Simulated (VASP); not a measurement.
**CdSe: electric field gradients with r2SCAN**

The system is CdSe.

```
Cd Se
1.0
     4.34609    0.00000    0.00000
    -2.17304    3.76382    0.00000
     0.00000    0.00000    7.08984
Cd Se
2 2
Direct
  0.66667 0.33333 0.49995
  0.33333 0.66667 0.99995
  0.66667 0.33333 0.87591
  0.33333 0.66667 0.37591
```

```
Program                : VASP 6.6.1
Task                   : electric field gradients
Functional             : r2SCAN
Potentials or basis    : VASP PAW PBE potentials, release 64 (Cd, Se)
Cutoff                 : 520 eV
k mesh                 : 8 × 8 × 5
Occupations            : fermi-dirac, width 0.01 eV
Spin                   : no spin polarisation
Dipole correction      : no
Further INCAR settings : ALGO = Normal; EDIFF = 1e-08; NBANDS = 26
```

```json
{
  "Pressure": "0.0 GPa",
  "Largest force": "0.003 eV/Å",
  "Band gap on the k mesh": "1.08 eV",
  "Largest electric field gradient by atom": "Cd +2.9; Se +1.4 V/Å²"
}
```

Forces in eV/Å, atoms in the order of the input:
```
Cd   0.000  0.000  0.003
Cd   0.000  0.000  0.003
Se   0.000  0.000 -0.003
Se   0.000  0.000 -0.003
```

Levels at points of the mesh, in eV from the valence-band top:
```
           k point  band 14  band 15  band 16  band 17  band 18  band 19  band 20  band 21  band 22  band 23
(0.00, 0.00, 0.00)    -0.73    -0.73    -0.04     0.00     0.00     1.08     2.63     6.38     6.38     6.68
(0.50, 0.00, 0.00)    -3.51    -2.56    -1.79    -1.27    -0.73     3.62     3.71     5.09     6.53     6.93
```

Electric field gradients, principal values (V/Å²):
```csv
atom,least,middle,greatest (by size)
1 Cd,-1.427,-1.429,2.855
2 Cd,-1.427,-1.429,2.855
3 Se,-0.722,-0.722,1.444
4 Se,-0.722,-0.722,1.444
```

Run time: 4 min on 1 thread of AMD EPYC 9R45 (Zen 5), on a shared host, peak memory 0.25 GiB.

Caveat: without QUAD_EFG the Cq values of the log hold for a quadrupole moment of 1 mb, not for the nuclei; the PAW data sets were made with another functional, which shifts forces and pressure a little.
